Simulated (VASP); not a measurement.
Al:

```
Al
1.0
     2.72176    0.00000    0.00000
     0.00000    2.72176    0.00000
     0.00000    0.00000    2.72176
Al
1
Cartesian
  0.0000 0.0000 0.0000
```

- Program: VASP 6.6.1
- Task: relaxation of cell and atoms
- Functional: PBEsol-based global hybrid
- Potentials or basis: VASP PAW PBE potentials, release 64 (Al)
- Cutoff: 600 eV
- k mesh: 5 × 5 × 5
- Occupations: fermi-dirac, width 0.05 eV
- Spin: no spin polarisation

At the start: pressure -1.9 GPa; volume 20.16 Å³/atom.

Where does the relaxation end?

Over 3 steps the energy falls by 3.9 meV/atom and the volume is 19.53 Å³/atom (-3.1 %); space group Pm-3m (No. 221, to 0.05 Å).

Step by step:
| step | energy change (eV) | largest force (eV/Å) | pressure (GPa) | volume (Å³) |
| --- | --- | --- | --- | --- |
| 1 | 0.0000 | 0.0000 | -1.92 | 20.16 |
| 2 | -0.0038 | 0.0000 | 0.22 | 19.47 |
| 3 | -0.0039 | 0.0000 | 0.02 | 19.53 |

Final structure:
```
Al
1.0
     2.69308    0.00000    0.00000
     0.00000    2.69308    0.00000
     0.00000    0.00000    2.69308
Al
1
Direct
  0.00000 0.00000 0.00000
```

Caveat: the k points lie up to 0.47 Å⁻¹ apart in the final cell; the PAW data sets were made with another functional, which shifts forces and pressure a little.
